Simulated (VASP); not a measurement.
Here is a VASP 6.6.1 calculation.

File INCAR:

```
ALGO = Normal
EDIFF = 1E-6
ENCUT = 520
GGA = PS
ISIF = 2
ISMEAR = -1
ISPIN = 2
LASPH = T
LCHARG = F
LMAXMIX = 4
LORBIT = 11
LREAL = F
LWAVE = F
MAGMOM = 0.6 1 1 1
NBANDS = 32
NELM = 150
PREC = Accurate
SIGMA = 0.05
```

KPOINTS

```
k-points
0
Gamma
  12 12 4
```

The input POSCAR:

```
CuNi3
1.0
    1.4225760452     -2.0261276985      0.0000000000
    1.4225760452      2.0261276985      0.0000000000
    0.0000000000      0.0000000000      8.0905115101
Cu Ni
1 3
Direct
    0.0000000000      0.0000000000      0.0000000000
    0.5000000000      0.5000000000      0.2546860000
    0.0000000000      0.0000000000      0.5000000000
    0.5000000000      0.5000000000      0.7453140000
```

Potentials or basis: VASP PAW PBE potentials, release 64 (Cu, Ni).

The run is started by

```bash
$ cat potpaw_PBE.64/Cu/POTCAR potpaw_PBE.64/Ni/POTCAR > POTCAR
$ mpirun -np 1 vasp_std > vasp.out
```

(1) Estimate the site moments.

(2) What does it give for the pressure?

(3) Estimate the largest force.

(4) What does it give for the net moment?

Results:

(1) Cu +0.01; Ni +0.45, +0.55 (each value once) μB.

(2) -14.7 GPa.

(3) 0.094 eV/Å.

(4) 1.42 μB per cell.

Caveat: the cell stands under tension; the PAW data sets were made with another functional, which shifts forces and pressure a little.
